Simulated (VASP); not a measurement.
Set up this calculation in VASP 6.6.1, as the native input.

```
Task                               : single point
Functional                         : HSE06
Potentials or basis                : VASP PAW PBE potentials, release 64 (B, As)
Cutoff                             : 520 eV
k mesh                             : 6 × 6 × 6
Occupations                        : gaussian, width 0.01 eV
Spin                               : no spin polarisation
Dipole correction                  : no
Grid for exact exchange (PRECFOCK) : Normal
Further INCAR settings             : ALGO = Normal; EDIFF = 1e-06; NBANDS = 11
Screening parameter                : 0.2079 1/Å
```

BAs:

```
B As
1.0
     0.00000    2.38607    2.38607
     2.38607    0.00000    2.38607
     2.38607    2.38607    0.00000
B As
1 1
Cartesian
  0.0000 0.0000 0.0000
  1.1930 1.1930 1.1930
```

The input as run:

POSCAR

```
BAs
1.0
    0.0000000000      2.3860743221      2.3860743221
    2.3860743221      0.0000000000      2.3860743221
    2.3860743221      2.3860743221      0.0000000000
B As
1 1
Direct
    0.0000000000      0.0000000000      0.0000000000
    0.2500000000      0.2500000000      0.2500000000
```

INCAR.step1

```
PREC = Accurate ; ENCUT = 520
EDIFF = 1E-5 ; ISMEAR = 0
SIGMA = 0.01 ; LREAL = F
LASPH = T ; NELM = 100
ALGO = Normal ; ISIF = 2
LWAVE = T ; GGA = PE
NBANDS = 11
```

INCAR.step2

```
PREC = Accurate ; ENCUT = 520
EDIFF = 1E-6 ; ISMEAR = 0
SIGMA = 0.01 ; LREAL = F
LASPH = T ; NELM = 100
ALGO = Normal ; ISIF = 2
LWAVE = F ; LCHARG = T
GGA = PE ; LHFCALC = T
HFSCREEN = 0.2079 ; PRECFOCK = Normal
LELF = T ; LVHAR = T
ISTART = 1 ; NBANDS = 11
```

KPOINTS

```
regular mesh
0
Gamma
  6 6 6
```

Potentials or basis: VASP PAW PBE potentials, release 64 (B, As).

The run is started by

```bash
$ cat potpaw_PBE.64/B/POTCAR potpaw_PBE.64/As/POTCAR > POTCAR
$ cp INCAR.step1 INCAR
$ mpirun -np 1 vasp_std > vasp.out
$ cp INCAR.step2 INCAR
$ mpirun -np 1 vasp_std > vasp.out
```

Results of the run:

* Pressure: -0.1 GPa
* Band gap on the k mesh: 1.94 eV, indirect (least direct gap 4.12 eV)

Caveat: the PAW data sets were made with another functional, which shifts forces and pressure a little.

Run time: 3.8 min on 1 thread of Intel(R) Xeon(R) 6975P-C (Granite Rapids), with other jobs on the host, peak memory 0.27 GiB.
